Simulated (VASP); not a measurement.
A run of VASP 6.6.1:

INCAR

```
SYSTEM = SiH6CO2
PREC = Accurate
ENCUT = 520
EDIFF = 1E-6
ISMEAR = -1
SIGMA = 0.02
LREAL = .FALSE.
LASPH = .TRUE.
NELM = 120
ALGO = Normal
ISIF = 2
LWAVE = .FALSE.
LCHARG = .FALSE.
GGA = PE
NBANDS = 60
GGA_COMPAT = .FALSE.
```

File KPOINTS:

```
regular mesh
0
G
  1 1 1
  0 0 0
```

Contents of POSCAR:

```
SiH6CO2
1.0
    8.8741530000      0.0000000000      0.0000000000
    0.0000000000      8.8741530000      0.0000000000
    0.0000000000      0.0000000000      8.8741530000
O C H Si
6 3 18 3
Direct
    0.4052217716      0.5742294504     -0.0724463507
    0.6191689505      0.6549470130      0.0503484671
    0.7817084064      0.4340132517      0.4157467197
    0.9364724724      0.2769954496      0.5494946954
   -0.0447704699      0.9598211796      0.0400263552
    0.1673399140      0.8215770001      0.0344258207
    0.5614282287      0.5938144181     -0.0573237806
    0.8994773924      0.4015481816      0.4953148768
    0.0534698917      0.8615695492      0.0983417798
    0.3701874421      0.6453122906      0.0048342642
    0.6187069346      0.5330762271     -0.1436756838
    0.7080675756      0.3495544871      0.4148677626
    0.9751803919      0.4982672713      0.5223597114
   -0.0052399367      0.9741549419     -0.0658203662
    0.0094206174      0.8213741638      0.2032306633
    0.6761997455      0.1559698148      0.9593929697
    0.6407710122      0.0201596704      0.7089127267
    0.4309707079      0.0459649501      0.8845914647
    0.5101782672      0.2603966824      0.7448598193
    0.2683749086      0.8063868180      0.5099416249
   -0.0078317333      0.7767839928      0.5299322651
    0.1648720729      0.6367142870      0.6773040762
    0.1494903232      0.9272321539      0.7238324604
    0.3211123360      0.3212926349      0.1459970321
    0.3912260697      0.4235671844      0.4077910309
    0.1660890904      0.2772884353      0.3888596467
    0.3984042195      0.1658749855      0.3329782572
    0.5737787032      0.1224792946      0.8233574517
    0.1343226785      0.7903514848      0.6150108072
    0.3160076235      0.3041191650      0.3116804500
```

Potentials or basis: VASP PAW PBE potentials, release 64 (O, C, H, Si).

The run is started by

```console
$ cat potpaw_PBE.64/O/POTCAR potpaw_PBE.64/C/POTCAR potpaw_PBE.64/H/POTCAR potpaw_PBE.64/Si/POTCAR > POTCAR
$ mpirun -np 1 vasp_gam > vasp.out
```

Hardware: 1 thread of Intel(R) Xeon(R) 6975P-C (Granite Rapids), on a shared host.

Question: Estimate the wall time of this run.

Answer: Wall time 54 s on 1 thread of Intel(R) Xeon(R) 6975P-C (Granite Rapids), on a shared host, peak memory 0.72 GiB. Counts: scf iterations 18, k points 1.
